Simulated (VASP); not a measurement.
The system is Cd2Te3.

```
CELL_PARAMETERS angstrom
3.55178 2.05062 6.35766
-3.55178 2.05062 6.35766
0.00000 -4.10124 6.35766
ATOMIC_POSITIONS crystal
Cd 0.85472 0.85472 0.85472
Cd 0.64528 0.64528 0.64528
Cd 0.14528 0.14528 0.14528
Cd 0.35472 0.35472 0.35472
Te 0.04914 0.75000 0.45086
Te 0.75000 0.45086 0.04914
Te 0.45086 0.04914 0.75000
Te 0.95086 0.25000 0.54914
Te 0.54914 0.95086 0.25000
Te 0.25000 0.54914 0.95086
```

The cell was generated, and may not be a known phase.

```yaml
Program: VASP 6.6.1
Task: relaxation of cell and atoms
Functional: PBE
Potentials_or_basis: VASP PAW PBE potentials, release 64 (Cd, Te)
Cutoff: 600 eV
k_mesh: 3 × 3 × 3
Occupations: gaussian, width 0.1 eV
Spin: no spin polarisation
```

At the start: pressure 9.5 GPa; volume 27.78 Å³/atom.

Where does the relaxation end?

Over 15 steps the energy falls by 154.6 meV/atom and the volume is 33.06 Å³/atom (+19.0 %); space group R-3c (No. 167, to 0.1 Å) before and after.

Step by step:
| step | energy change (eV) | largest force (eV/Å) | pressure (GPa) | volume (Å³) |
| --- | --- | --- | --- | --- |
| 1 | 0.0000 | 0.1732 | 9.50 | 277.83 |
| 2 | -1.0493 | 0.1723 | -2.31 | 349.50 |
| 3 | -1.2270 | 0.1780 | 0.04 | 325.81 |
| 4 | -1.2269 | 0.1779 | -0.04 | 326.82 |
| 5 | -1.2428 | 0.1786 | -0.08 | 326.93 |
| 6 | -1.2961 | 0.1589 | -0.07 | 327.23 |
| 7 | -1.4070 | 0.0879 | 0.00 | 327.56 |
| 8 | -1.4975 | 0.2631 | 0.56 | 327.25 |
| 9 | -1.5050 | 0.2055 | 0.35 | 327.45 |
| 10 | -1.5244 | 0.1722 | 0.12 | 329.68 |
| 11 | -1.5338 | 0.1298 | -0.19 | 333.24 |
| 12 | -1.5341 | 0.1348 | -0.16 | 332.73 |
| 13 | -1.5400 | 0.1048 | -0.05 | 331.53 |
| 14 | -1.5441 | 0.0425 | 0.21 | 329.12 |
| 15 | -1.5460 | 0.0242 | 0.04 | 330.64 |

Final structure:
```yaml
crystal:
  lattice:
    - [3.56728, 2.05957, 7.50056]
    - [-3.56728, 2.05957, 7.50056]
    - [0.00000, -4.11914, 7.50056]
  atoms:
    - { symbol: Cd, position: [0.85732, 0.85732, 0.85732] }
    - { symbol: Cd, position: [0.64268, 0.64268, 0.64268] }
    - { symbol: Cd, position: [0.14268, 0.14268, 0.14268] }
    - { symbol: Cd, position: [0.35732, 0.35732, 0.35732] }
    - { symbol: Te, position: [0.02766, 0.75000, 0.47234] }
    - { symbol: Te, position: [0.75000, 0.47234, 0.02766] }
    - { symbol: Te, position: [0.47234, 0.02766, 0.75000] }
    - { symbol: Te, position: [0.97234, 0.25000, 0.52766] }
    - { symbol: Te, position: [0.52766, 0.97234, 0.25000] }
    - { symbol: Te, position: [0.25000, 0.52766, 0.97234] }
```

Caveat: the volume moved by over 15 % at a fixed basis, so the end points are rough.
